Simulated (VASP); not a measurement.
# Al (Fm-3m) in VASP: single point with r2SCAN

Aim: the single point of Al with r2SCAN.

Program: VASP 6.6.1. These are calculated values, not measurements. Logs are shortened: lines on timing, memory, paths and dates and some standing lists are left out, and cuts for length are marked.

## Step 1: The cell of the first run

It takes space group Fm-3m (No. 225, cubic). Conventional cell: a = 3.991 Å, b = 3.991 Å, c = 3.991 Å, α = 90.00°, β = 90.00°, γ = 90.00°. Al (site symmetry m-3m) has 12 Al at 2.82 Å within 3.7 Å.

## Step 2: Single point, r2SCAN

Input file POSCAR:

```
Al
1.0
    0.0000000000      1.9956546427      1.9956546427
    1.9956546427      0.0000000000      1.9956546427
    1.9956546427      1.9956546427      0.0000000000
Al
1
Direct
    0.0000000000      0.0000000000      0.0000000000
```

Input file INCAR.step1:

```
SYSTEM = Al
PREC = Accurate ; ENCUT = 520
ISMEAR = 0 ; SIGMA = 0.05
LREAL = .FALSE. ; LASPH = .TRUE.
NELM = 100 ; NBANDS = 8
GGA = PE ; ALGO = Normal
EDIFF = 1E-4 ; LWAVE = .TRUE.
LCHARG = .FALSE.
```

Input file INCAR.step2:

```
SYSTEM = Al
PREC = Accurate ; ENCUT = 520
EDIFF = 1E-6 ; ISMEAR = 0
SIGMA = 0.05 ; LREAL = .FALSE.
LASPH = .TRUE. ; NELM = 100
ALGO = Normal ; ISIF = 2
LWAVE = .FALSE. ; LCHARG = .FALSE.
METAGGA = R2SCAN ; LMIXTAU = .TRUE.
NBANDS = 8 ; ISTART = 1
```

Input file KPOINTS:

```
Automatic mesh
0
G
  18 18 18
  0 0 0
```

Potentials or basis: VASP PAW PBE potentials, release 64 (Al).

Started as:

```sh
> cat potpaw_PBE.64/Al/POTCAR > POTCAR
> cp INCAR.step1 INCAR
> mpirun -np 1 vasp_std > vasp.out
> cp INCAR.step2 INCAR
> mpirun -np 1 vasp_std > vasp.out
```

OUTCAR:

```text
SYSTEM = Al
   PREC = Accurate
   ENCUT = 520
   EDIFF = 1E-6
   ISMEAR = 0
   LREAL = .FALSE.
   LASPH = .TRUE.
   NELM = 100
   ISIF = 2
   METAGGA = R2SCAN
   ISTART = 1

 ion  position               nearest neighbor table
   1  0.000  0.000  0.000-

  LATTYP: Found a face centered cubic cell.
 ALAT       =     3.9913092854

  Lattice vectors:

 A1 = (   0.0000000000,   1.9956546427,   1.9956546427)
 A2 = (   1.9956546427,   0.0000000000,   1.9956546427)
 A3 = (   1.9956546427,   1.9956546427,   0.0000000000)

Analysis of symmetry for initial positions (statically):
=====================================================================
 Subroutine PRICEL returns:
 Original cell was already a primitive cell.

 Routine SETGRP: Setting up the symmetry group for a
 face centered cubic supercell.

 Subroutine GETGRP returns: Found 48 space group operations
 (whereof 48 operations were pure point group operations)
 out of a pool of 48 trial point group operations.

The static configuration has the point symmetry O_h .

Analysis of symmetry for dynamics (positions and initial velocities):
=====================================================================
 Subroutine PRICEL returns:
 Original cell was already a primitive cell.

 Routine SETGRP: Setting up the symmetry group for a
 face centered cubic supercell.

 Subroutine GETGRP returns: Found 48 space group operations
 (whereof 48 operations were pure point group operations)
 out of a pool of 48 trial point group operations.

The dynamic configuration has the point symmetry O_h .

 Subroutine INISYM returns: Found 48 space group operations
 (whereof 48 operations are pure point group operations),
 and found     1 'primitive' translations

----------------------------------------------------------------------------------------

                                     Primitive cell

  volume of cell :      15.8959

  direct lattice vectors                    reciprocal lattice vectors
     0.000000000  1.995654643  1.995654643    -0.250544352  0.250544352  0.250544352
     1.995654643  0.000000000  1.995654643     0.250544352 -0.250544352  0.250544352
     1.995654643  1.995654643  0.000000000     0.250544352  0.250544352 -0.250544352

  length of vectors
     2.822281862  2.822281862  2.822281862     0.433955548  0.433955548  0.433955548

  position of ions in fractional coordinates (direct lattice)
     0.000000000  0.000000000  0.000000000

  ion indices of the primitive-cell ions
   primitive index   ion index
                 1           1

----------------------------------------------------------------------------------------

 KPOINTS: Automatic mesh

Automatic generation of k-mesh.
 Grid dimensions read from file:
 generate k-points for:   18   18   18

 Generating k-lattice:

  Cartesian coordinates                     Fractional coordinates (reciprocal lattice)
    -0.013919131  0.013919131  0.013919131     0.055555556  0.000000000  0.000000000
     0.013919131 -0.013919131  0.013919131     0.000000000  0.055555556  0.000000000
     0.013919131  0.013919131 -0.013919131     0.000000000  0.000000000  0.055555556

  Length of vectors
     0.024108642  0.024108642  0.024108642

  Shift w.r.t. Gamma in fractional coordinates (k-lattice)
     0.000000000  0.000000000  0.000000000

 Subroutine IBZKPT returns following result:
 ===========================================

 Found    195 irreducible k-points:

 Following reciprocal coordinates:
            Coordinates               Weight
  0.000000  0.000000  0.000000      1.000000
  0.055556  0.000000  0.000000      8.000000
  0.111111  0.000000  0.000000      8.000000
  0.166667  0.000000  0.000000      8.000000
  0.222222  0.000000  0.000000      8.000000
  0.277778  0.000000  0.000000      8.000000
[... 16 lines left out ...]
 -0.277778  0.055556  0.000000     24.000000
 -0.222222  0.055556  0.000000     24.000000
 [... further k-points ...]
   k-points           NKPTS =    195   k-points in BZ     NKDIM =    195   number of bands    NBANDS=      8
   number of dos      NEDOS =    301   number of ions     NIONS =      1
   total plane-waves  NPLWV =  13824
   dimension x,y,z NGX =    24 NGY =   24 NGZ =   24
   dimension x,y,z NGXF=    48 NGYF=   48 NGZF=   48
   ions per type =               1
   NGX,Y,Z   is equivalent  to a cutoff of  14.14, 14.14, 14.14 a.u.
   NGXF,Y,Z  is equivalent  to a cutoff of  28.27, 28.27, 28.27 a.u.
 SYSTEM =  Al
   PREC   = accura    normal or accurate (medium, high low for compatibility)
   ISTART =      1    job   : 0-new  1-cont  2-samecut
   ICHARG =      0    charge: 1-file 2-atom 10-const
   ISPIN  =      1    spin polarized calculation?
   LNONCOLLINEAR =      F non collinear calculations
   LSORBIT =      F    spin-orbit coupling
   LASPH  =      T    aspherical Exc in radial PAW
   ENCUT  =  520.0 eV  38.22 Ry    6.18 a.u.   5.25  5.25  5.25*2*pi/ulx,y,z
   NELM   =    100;   NELMIN=  2; NELMDL=  0     # of ELM steps
   EDIFF  = 0.1E-05   stopping-criterion for ELM
   LREAL  =      F    real-space projection
   EDIFFG = 0.1E-04   stopping-criterion for IOM
   NSW    =      0    number of steps for IOM
   IBRION =     -1    ionic relax: 0-MD 1-quasi-New 2-CG
   NFREE  =      0    steps in history (QN), initial steepest desc. (CG)
   ISIF   =      2    stress and relaxation
   ISYM   =      2    0-nonsym 1-usesym 2-fastsym
   POTIM  = 0.5000    time-step for ionic-motion
   TEBEG  =    0.0;   TEEND  =   0.0 temperature during run
   PSTRESS=    0.0 pullay stress
   NELECT =       3.0000    total number of electrons
   NUPDOWN=      -1.0000    fix difference up-down
   EMIN   =  10.00;   EMAX   =-10.00  energy-range for DOS
   EFERMI =   0.00;   METHOD = LEGACY
   ISMEAR =     0;   SIGMA  =   0.05  broadening in eV -4-tet -1-fermi 0-gaus
   EFERMI_NEDOS =   21; number of points for ismear=-14 and -15
   IALGO  =     38    algorithm
   IMIX   =      4    mixing-type and parameters
     AMIX     =   0.40;   BMIX     =  1.00
     AMIX_MAG =   1.60;   BMIX_MAG =  1.00
  volume/ion in A,a.u.               =      15.90       107.27
  Fermi-wavevector in a.u.,A,eV,Ry     =   0.939045  1.774538 11.997699  0.881806
  Thomas-Fermi vector in A             =   2.066318
   LORBIT       =      0    0 simple, 1 ext, 2 COOP (PROOUT), +10 PAW based schemes
   METAGGA = R2SCAN    functional components
   LHFCALC =     F    Hartree Fock is set to
   AEXX    =    0.0000 exact exchange contribution
   IVDW    =     0    specifies the selected vdW correction
   LEPSILON=     F    determine dielectric tensor
   LRPA    =     F    only Hartree local field effects (RPA)
 non-spin polarized calculation
 Gauss-broadening in eV      SIGMA  =   0.05
  energy-cutoff  :      520.00
  volume of cell :       15.90
 maximum number of plane-waves:       444
 NGX is ok and might be reduce to    24
   NGX = 11   NGY = 11   NGZ = 11

 number of electron       3.0000000 magnetization

 Free energy of the ion-electron system (eV)
  ---------------------------------------------------
  ext. energy  EPLUGINS =         0.00000000
  ---------------------------------------------------
  free energy    TOTEN  =        -6.73595998 eV

  energy without entropy =       -6.73515384  energy(sigma->0) =       -6.73555691

 E-fermi :   8.4037     XC(G=0): -11.0448

 val. band max:        8.4008169013   @ k =  -0.3333   0.4444   0.1111
 cond. band min:       8.4505995892   @ k =  -0.3333   0.3889   0.0556
 fundamental gap:      0.0497826879
 Fermi energy:         8.4037142312

 k-point     1 :       0.0000    0.0000    0.0000
  band No.  band energies     occupation
      1      -3.6938      2.00000
      2      21.9450      0.00000
      3      21.9450      0.00000
      4      21.9450      0.00000
      5      24.1523      0.00000
      6      24.1523      0.00000
      7      24.1523      0.00000
      8      26.0454      0.00000

 k-point     2 :       0.0556    0.0000    0.0000
  band No.  band energies     occupation
      1      -3.6024      2.00000
      2      20.4145      0.00000
      3      21.6892      0.00000
      4      21.6892      0.00000
      5      24.5543      0.00000
      6      24.5543      0.00000
      7      24.6050      0.00000
      8      27.0565      0.00000

 k-point     3 :       0.1111    0.0000    0.0000
  band No.  band energies     occupation
      1      -3.3287      2.00000
      2      18.0322      0.00000
      3      21.2106      0.00000
      4      21.2106      0.00000
      5      24.5779      0.00000
      6      25.4506      0.00000
      7      25.4506      0.00000
      8      27.7784      0.00000

 k-point     4 :       0.1667    0.0000    0.0000
  band No.  band energies     occupation
      1      -2.8736      2.00000
      2      15.6152      0.00000
      3      20.7661      0.00000
      4      20.7661      0.00000
      5      24.3638      0.00000
      6      26.0816      0.00000
      7      26.0816      0.00000
      8      27.0680      0.00000

 k-point     5 :       0.2222    0.0000    0.0000
  band No.  band energies     occupation
      1      -2.2391      2.00000
      2      13.2760      0.00000
      3      20.4312      0.00000
      4      20.4312      0.00000
      5      24.1553      0.00000
      6      25.0841      0.00000
      7      25.0841      0.00000
      8      28.2221      0.00000

 k-point     6 :       0.2778    0.0000    0.0000
  band No.  band energies     occupation
      1      -1.4275      2.00000
      2      11.0510      0.00000
      3      20.2288      0.00000
      4      20.2288      0.00000
      5      23.9874      0.00000
      6      23.9874      0.00000
      7      24.0287      0.00000
      8      28.3393      0.00000

 k-point     7 :       0.3333    0.0000    0.0000
  band No.  band energies     occupation
      1      -0.4421      2.00000
      2       8.9582      0.00000
      3      20.1672      0.00000
      4      20.1672      0.00000
      5      23.0089      0.00000
      6      23.0089      0.00000
      7      24.0230      0.00000
      8      27.3420      0.00000
[... 133 lines left out ...]
 k-point    20 :      -0.4444    0.0556    0.0000
  band No.  band energies     occupation
      1       2.5700      2.00000
      2       4.7389      2.00000
      3      18.7752      0.00000
      4      20.0493      0.00000
      5      21.6662      0.00000
      6      21.9764      0.00000
      7      25.3089      0.00000
      8      26.4261      0.00000

 k-point    21 :      -0.3889    0.0556    0.0000
  band No.  band energies     occupation
      1       1.2120      2.00000
      2       6.4677      2.00000
      3      18.4905      0.00000
      4      20.6849      0.00000
      5      21.6946      0.00000
      6      22.3176      0.00000
      7      24.9732      0.00000
      8      27.0997      0.00000

 k-point    22 :      -0.3333    0.0556    0.0000
  band No.  band energies     occupation
      1       0.0033      2.00000
      2       8.3635      1.74411
      3      18.3586      0.00000
      4      21.3586      0.00000
      5      21.6745      0.00000
      6      23.1158      0.00000
      7      24.7825      0.00000
      8      27.9060      0.00000

 k-point    23 :      -0.2778    0.0556    0.0000
  band No.  band energies     occupation
      1      -1.0384      2.00000
      2      10.4052      0.00000
      3      18.3806      0.00000
      4      21.4910      0.00000
      5      22.4886      0.00000
      6      24.0340      0.00000
      7      24.7545      0.00000
      8      28.7642      0.00000

 k-point    24 :      -0.2222    0.0556    0.0000
  band No.  band energies     occupation
      1      -1.9078      2.00000
      2      12.5798      0.00000
      3      18.5564      0.00000
      4      21.6322      0.00000
      5      23.5675      0.00000
      6      24.7014      0.00000
      7      25.2250      0.00000
      8      27.5711      0.00000

 [... further k-points ...]

------------------------ aborting loop because EDIFF is reached ----------------------------------------

  FORCE on cell =-STRESS in cart. coord.  units (eV):
  Direction    XX          YY          ZZ          XY          YZ          ZX
  --------------------------------------------------------------------------------------
  -------------------------------------------------------------------------------------
  Total       -0.0322565     -0.0322565     -0.0322565      0.0000000     -0.0000000      0.0000000
  in kB       -3.2511822     -3.2511822     -3.2511822      0.0000000     -0.0000000      0.0000000
  external PRESSURE =      -3.2511822 kB  Pullay stress =       0.0000000 kB

 VOLUME and BASIS-vectors are now :
 -----------------------------------------------------------------------------
  energy-cutoff  :      520.00
  volume of cell :       15.90
      direct lattice vectors                 reciprocal lattice vectors
     0.000000000  1.995654643  1.995654643    -0.250544352  0.250544352  0.250544352
     1.995654643  0.000000000  1.995654643     0.250544352 -0.250544352  0.250544352
     1.995654643  1.995654643  0.000000000     0.250544352  0.250544352 -0.250544352

 POSITION                                       TOTAL-FORCE (eV/Angst)
 -----------------------------------------------------------------------------------
      0.00000      0.00000      0.00000         0.000000      0.000000      0.000000
 -----------------------------------------------------------------------------------
    total drift:                               -0.000000      0.000000      0.000000

  FREE ENERGIE OF THE ION-ELECTRON SYSTEM (eV)
  ---------------------------------------------------
  free  energy   TOTEN  =        -6.7359599772 eV

  energy  without entropy=       -6.7351538388  energy(sigma->0) =       -6.73555691
```

Run time: 4 min. Hardware: 1 thread of AMD EPYC 7R13, shared host; peak memory 0.12 GiB.

What came out:

```yaml
Free_energy: -6.7360 eV
Pressure: -0.3 GPa
```

Caveat: the PAW data sets were made with another functional, which shifts forces and pressure a little.
